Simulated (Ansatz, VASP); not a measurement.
**Two plane-wave programs on VPt**

```
CELL_PARAMETERS angstrom
2.70283 0.00000 0.00000
0.00000 2.70283 0.00000
0.00000 0.00000 3.90882
ATOMIC_POSITIONS crystal
V 0.50000 0.50000 0.50000
Pt 0.00000 0.00000 0.00000
```

Alike in both runs: task relaxation of cell and atoms; functional LDA; k mesh 16 × 16 × 12; occupations gaussian, width 0.1 eV; no spin polarisation.

|  | VASP | Ansatz |
| --- | --- | --- |
| version | VASP 6.6.1 | Ansatz 0.2.0 |
| potentials or method | VASP PAW LDA potentials, release 64 (V_sv, Pt), cutoff 600 eV | scalar-relativistic, plane waves, PAW |
| valence electrons in the cell | 23 | 31 |

Ansatz gave:

| Quantity | Value |
| --- | --- |
| gap on the k mesh at the Fermi level, each at its own relaxed structure (eV) | none |
| relaxed volume (Å³/atom) | 13.47 |
| relaxed length of the cell vector where the two differ most in proportion (Å) | 3.831 |

Q: Estimate VASP's values.

A: gap on the k mesh at the Fermi level, each at its own relaxed structure (eV): none; relaxed volume (Å³/atom): 13.51; relaxed length of the cell vector where the two differ most in proportion (Å): 3.836.

LDA's correlation is that of Perdew and Zunger in VASP and of Perdew and Wang (1992) in Ansatz. A gap of «none» marks a metal or a gap that the smearing closes. VASP's potentials hold 23 valence electrons a cell and Ansatz's 31, so a difference there can come from the potentials and not from the codes.

Neither program's run includes spin-orbit coupling.
